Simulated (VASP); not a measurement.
Here is a VASP 6.6.1 calculation.

Contents of INCAR:

```
SYSTEM = Ge
PREC = Accurate ; ENCUT = 520
EDIFF = 1E-7 ; ISMEAR = 0
SIGMA = 0.15 ; LREAL = .False.
LASPH = .True. ; NELM = 60
ALGO = Normal ; ISIF = 2
LWAVE = .False. ; LCHARG = .False.
GGA = PS ; NBANDS = 21
```

KPOINTS

```
Automatic mesh
0
Gamma
  22 22 12
  0 0 0
```

File POSCAR:

```
Ge
1.0
    0.0000000000      0.0000000000     -2.6427277821
    2.7652112298      0.0000000000      0.0000000000
    0.0000000000     -5.0390024825      0.0000000000
Ge
2
Direct
    0.0000000000      0.6446544104      0.0000000000
    0.0000000000     -0.1446544104      0.5000000000
```

Potentials or basis: VASP PAW PBE potentials, release 64 (Ge_d).

Command:

```bash
$ cat potpaw_PBE.64/Ge_d/POTCAR > POTCAR
$ mpirun -np 1 vasp_std > vasp.out
```

What does it give for the largest force?

0.135 eV/Å.

What does it give for the band gap on the k mesh?

Zero (band 14 reaches 12.75 eV, above the bottom of band 15 at 4.29 eV).

Estimate the pressure.

2.1 GPa.

Forces on the atoms (eV/Å):
```
Ge  -0.135  0.000  0.000
Ge   0.135  0.000  0.000
```

Caveat: the cell differs from its parent crystal (mode 1 (-8.0 1/cm) frozen in, largest displacement -0.400 Å); the PAW data sets were made with another functional, which shifts forces and pressure a little.
